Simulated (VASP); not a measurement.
# Rh (P6_3/mmc) in VASP: notebook, part 2 of 2

VASP 6.6.1.

**5. Single point, PBEsol (12.47 Å³/atom)**

This run uses another cell than the first one, of 12.47 Å³/atom.

INCAR reads:

```
ALGO = Fast
EDIFF = 1E-7
ENCUT = 520
GGA = PS
ISIF = 2
ISMEAR = 0
LASPH = True
LCHARG = False
LREAL = False
LWAVE = False
NBANDS = 22
NELM = 100
PREC = Accurate
SIGMA = 0.15
```

KPOINTS reads:

```
k-points
0
Gamma
  21 21 12
```

POSCAR reads:

```
Rh
1.0
    2.6503809488      0.0000000000      0.0000000000
   -1.3251904744      2.2952972313      0.0000000000
    0.0000000000      0.0000000000      4.0993442134
Rh
2
Direct
    0.6666666667      0.3333333333      0.7500000000
    0.3333333333      0.6666666667      0.2500000000
```

Potentials or basis: VASP PAW PBE potentials, release 64 (Rh_pv).

The run is started by

```
cat potpaw_PBE.64/Rh_pv/POTCAR > POTCAR
mpirun -np 1 vasp_std > vasp.out
```

OUTCAR:

```text
EDIFF = 1E-7
   ENCUT = 520
   GGA = PS
   ISIF = 2
   ISMEAR = 0
   LASPH = True
   LREAL = False
   NELM = 100
   PREC = Accurate

 ion  position               nearest neighbor table
   1  0.667  0.333  0.750-   2 2.56   2 2.56   2 2.56   2 2.56   2 2.56   2 2.56
   2  0.333  0.667  0.250-   1 2.56   1 2.56   1 2.56   1 2.56   1 2.56   1 2.56

  LATTYP: Found a hexagonal cell.
 ALAT       =     2.6503809488
 C/A-ratio  =     1.5467000000

  Lattice vectors:

 A1 = (   2.6503809488,   0.0000000000,   0.0000000000)
 A2 = (  -1.3251904744,   2.2952972313,   0.0000000000)
 A3 = (   0.0000000000,   0.0000000000,   4.0993442134)

Analysis of symmetry for initial positions (statically):
=====================================================================
 Subroutine PRICEL returns:
 Original cell was already a primitive cell.

 Routine SETGRP: Setting up the symmetry group for a
 hexagonal supercell.

 Subroutine GETGRP returns: Found 24 space group operations
 (whereof 12 operations were pure point group operations)
 out of a pool of 24 trial point group operations.
[... 162 lines left out ...]
  ---------------------------------------------------
  free energy    TOTEN  =       -15.98175270 eV

  energy without entropy =      -15.94907250  energy(sigma->0) =      -15.96541260

 E-fermi :  13.7891     XC(G=0): -14.8518

 val. band max:       13.7880643697   @ k =   0.2381   0.0000   0.4167
 cond. band min:      13.7894592082   @ k =   0.4286   0.0000   0.0833
 fundamental gap:      0.0013948386
 Fermi energy:        13.7891170536

 k-point     1 :       0.0000    0.0000    0.0000
  band No.  band energies     occupation
      1     -33.9859      2.00000
      2     -33.0230      2.00000
      3     -33.0230      2.00000
      4     -32.8363      2.00000
      5     -32.8363      2.00000
      6     -32.8272      2.00000
[... 589 lines left out ...]
     21      29.8530      0.00000
     22      31.6033      0.00000

 [... further k-points ...]

------------------------ aborting loop because EDIFF is reached ----------------------------------------

  FORCE on cell =-STRESS in cart. coord.  units (eV):
  Direction    XX          YY          ZZ          XY          YZ          ZX
  --------------------------------------------------------------------------------------
  -------------------------------------------------------------------------------------
  Total        3.9244902      3.9244902      6.7431965      0.0000000      0.0000000     -0.0000000
  in kB      252.1344612    252.1344611    433.2262618      0.0000000      0.0000000     -0.0000000
  external PRESSURE =     312.4983947 kB  Pullay stress =       0.0000000 kB

 VOLUME and BASIS-vectors are now :
 -----------------------------------------------------------------------------
  energy-cutoff  :      520.00
  volume of cell :       24.94
      direct lattice vectors                 reciprocal lattice vectors
     2.650380949  0.000000000  0.000000000     0.377304251  0.217836711  0.000000000
    -1.325190474  2.295297231  0.000000000     0.000000000  0.435673422  0.000000000
     0.000000000  0.000000000  4.099344213     0.000000000  0.000000000  0.243941457

 POSITION                                       TOTAL-FORCE (eV/Angst)
 -----------------------------------------------------------------------------------
      1.32519      0.76510      3.07451         0.000000     -0.000000      0.000000
     -0.00000      1.53020      1.02484        -0.000000      0.000000      0.000000
 -----------------------------------------------------------------------------------
    total drift:                               -0.000000      0.000000     -0.000000

  FREE ENERGIE OF THE ION-ELECTRON SYSTEM (eV)
  ---------------------------------------------------
  free  energy   TOTEN  =       -15.9817527021 eV

  energy  without entropy=      -15.9490724966  energy(sigma->0) =      -15.96541260
```

OSZICAR:

```text
N       E                     dE             d eps       ncg     rms          rms(c)
DAV:   1     0.327956957897E+03    0.32796E+03   -0.18917E+04 14840   0.162E+03
DAV:   2    -0.976542918495E+01   -0.33772E+03   -0.32544E+03 15348   0.481E+02
DAV:   3    -0.170886794000E+02   -0.73233E+01   -0.72838E+01 17340   0.799E+01
DAV:   4    -0.171357912598E+02   -0.47112E-01   -0.47107E-01 16410   0.644E+00
DAV:   5    -0.171365126200E+02   -0.72136E-03   -0.72135E-03 17550   0.818E-01    0.204E+01
RMM:   6    -0.160516655763E+02    0.10848E+01   -0.21387E+00 15247   0.126E+01    0.759E+00
RMM:   7    -0.159909711830E+02    0.60694E-01   -0.16575E-01 15632   0.340E+00    0.259E+00
RMM:   8    -0.159830463369E+02    0.79248E-02   -0.32821E-02 16344   0.180E+00    0.608E-01
RMM:   9    -0.159817002876E+02    0.13460E-02   -0.34710E-03 17580   0.586E-01    0.200E-02
RMM:  10    -0.159817498733E+02   -0.49586E-04   -0.43504E-04 17937   0.221E-01    0.154E-02
RMM:  11    -0.159817522199E+02   -0.23466E-05   -0.39546E-05 20370   0.586E-02    0.657E-03
RMM:  12    -0.159817525743E+02   -0.35442E-06   -0.80019E-06 19079   0.277E-02    0.277E-03
RMM:  13    -0.159817525420E+02    0.32237E-07   -0.14374E-06 19166   0.114E-02    0.141E-03
RMM:  14    -0.159817528205E+02   -0.27849E-06   -0.31834E-07 12962   0.590E-03    0.475E-04
RMM:  15    -0.159817526590E+02    0.16154E-06   -0.90089E-08 10721   0.311E-03    0.230E-04
RMM:  16    -0.159817527021E+02   -0.43134E-07   -0.30380E-08 10145   0.176E-03
   1 F= -.15981753E+02 E0= -.15965413E+02  d E =-.326802E-01
```

stdout:

```text
POSCAR found type information on POSCAR Rh
 POSCAR found :  1 types and       2 ions
 scaLAPACK will be used
 -----------------------------------------------------------------------------
|                                                                             |
|                                                                             |
|     You enforced a specific xc type in the INCAR file but a different       |
|     I HOPE YOU KNOW WHAT YOU ARE DOING!                                     |
|                                                                             |
 -----------------------------------------------------------------------------

 LDA part: xc-table for (Slater+PW92), standard interpolation
 POSCAR, INCAR and KPOINTS ok, starting setup
 FFT: planning ... GRIDC
 FFT: planning ... GRID_SOFT
 FFT: planning ... GRID
 WAVECAR not read
 entering main loop
```

It took 2.5 min on 1 thread of Intel Xeon Platinum 8124M at 3.00GHz (Skylake/Cascade Lake), shared host; peak memory 0.25 GiB.

What came out:

| Quantity | Value |
| --- | --- |
| Free energy | -15.9818 eV |
| Pressure | 31.2 GPa |
| Band gap on the k mesh | zero (bands 15 and 16 overlap by 2.70 eV) |

Stress tensor (GPa, compression positive):
```
25.21  0.00  0.00
 0.00 25.21  0.00
 0.00  0.00 43.32
```

Levels at points of the mesh, in eV from the Fermi level:
```csv
k point,band 13,band 14,band 15,band 16,band 17,band 18
"(0.00, 0.00, 0.00)",-2.89,-2.63,-2.63,0.11,0.11,1.04
"(0.00, 0.00, 0.50)",-3.53,-3.53,-0.50,-0.50,-0.50,-0.50
```

Caveat: the cell stands under pressure; the PAW data sets were made with another functional, which shifts forces and pressure a little.

**6. Single point, PBEsol (12.47 Å³/atom)**

This run uses another cell than the first one, of 12.47 Å³/atom.

INCAR reads:

```
PREC = Accurate ; ENCUT = 520
EDIFF = 1E-6 ; ISMEAR = 0
SIGMA = 0.15 ; LREAL = F
LASPH = T ; NELM = 60
ALGO = Fast ; ISIF = 2
LWAVE = F ; LCHARG = F
GGA = PS ; NBANDS = 22
```

KPOINTS reads:

```
Automatic mesh
0
Gamma
  21 21 12
```

POSCAR reads:

```
Rh
1.0
    2.7223798229      0.0000000000      0.0000000000
   -1.3611899114      2.3576500854      0.0000000000
    0.0000000000      0.0000000000      3.8853804832
Rh
2
Direct
    0.6666666667      0.3333333333      0.7500000000
    0.3333333333      0.6666666667      0.2500000000
```

Potentials or basis: VASP PAW PBE potentials, release 64 (Rh_pv).

The run is started by

```
cat potpaw_PBE.64/Rh_pv/POTCAR > POTCAR
mpirun -np 1 vasp_std > vasp.out
```

It took 2.2 min on 1 thread of Intel Xeon Platinum 8124M at 3.00GHz (Skylake/Cascade Lake), shared host; peak memory 0.25 GiB.

Results (log left out):

```yaml
Free_energy: -15.7160 eV
Pressure: 36.9 GPa
Band_gap_on_the_k_mesh: zero (bands 15 and 16 overlap by 2.22 eV)
```

Stress tensor (GPa, compression positive):
```
21.96  0.00  0.00
 0.00 21.96  0.00
 0.00  0.00 66.80
```

Levels at points of the mesh, in eV from the Fermi level:
```tsv
k point	band 11	band 12	band 13	band 14	band 15	band 16	band 17	band 18	band 19	band 20
(0.00, 0.00, 0.00)	-3.23	-3.23	-2.77	-2.77	-2.49	0.13	0.13	2.13	11.49	15.10
(0.00, 0.00, 0.50)	-4.21	-4.21	-3.05	-3.05	-0.32	-0.32	-0.32	-0.32	14.71	14.71
```

Caveat: the cell stands under pressure; the PAW data sets were made with another functional, which shifts forces and pressure a little.

**7. Summary**

| cell | further INCAR settings | gap on the mesh (eV) | pressure (GPa) |
| --- | --- | --- | --- |
| a = 2.647, b = 2.647, c = 3.932 Å, angles 90.0, 90.0, 120.0°, 2 atoms | ALGO = Fast; EDIFF = 1e-06; NBANDS = 22 | none | 55.7 |
| a = 2.577, b = 2.577, c = 4.149 Å, angles 90.0, 90.0, 120.0°, 2 atoms | ALGO = Fast; EDIFF = 1e-06; NBANDS = 22 | none | 51.7 |
| a = 2.512, b = 2.512, c = 4.563 Å, angles 90.0, 90.0, 120.0°, 2 atoms | ALGO = Fast; EDIFF = 1e-06; NBANDS = 22 | none | 35.5 |
| a = 2.650, b = 2.650, c = 4.099 Å, angles 90.0, 90.0, 120.0°, 2 atoms | ALGO = Fast; EDIFF = 1e-07; NBANDS = 22 | none | 31.2 |
| a = 2.722, b = 2.722, c = 3.885 Å, angles 90.0, 90.0, 120.0°, 2 atoms | ALGO = Fast; EDIFF = 1e-06; NBANDS = 22 | none | 36.9 |

Alike in all rows: task single point; level PBEsol; potentials or basis VASP PAW PBE potentials, release 64 (Rh_pv); no spin polarisation; k mesh 21 × 21 × 12; cutoff (eV) 520; smearing gaussian 0.15 eV.

Caveats: the cell stands under pressure; the PAW data sets were made with another functional, which shifts forces and pressure a little.

Absolute energies hang on the potentials; compare differences alone.
